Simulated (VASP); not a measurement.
Here is a VASP 6.6.1 calculation.

File INCAR:

```
SYSTEM = Cu
ALGO = Normal
EDIFF = 1E-6
ENCUT = 520
ISIF = 2
ISMEAR = 0
LASPH = .True.
LCHARG = .False.
LREAL = .False.
LWAVE = .False.
NBANDS = 12
NELM = 80
PREC = Accurate
SIGMA = 0.3
```

Contents of KPOINTS:

```
k-points
0
Gamma
  14 14 13
  0 0 0
```

File POSCAR:

```
Cu
1.0
   -1.4427930000      1.4427930000      1.3760810000
    1.4427930000     -1.4427930000      1.3760810000
    1.4427930000      1.4427930000     -1.3760810000
Cu
1
Direct
    0.0000000000      0.0000000000      0.0000000000
```

Potentials or basis: VASP PAW LDA potentials, release 64 (Cu).

Run with:

```sh
$ cat potpaw_LDA.64/Cu/POTCAR > POTCAR
$ mpirun -np 1 vasp_std > vasp.out
```

Problem. Predict the pressure.

Solution. -6.9 GPa.

Stress tensor (GPa, compression positive):
```
-6.73  0.00  0.00
 0.00 -6.73  0.00
 0.00  0.00 -7.32
```
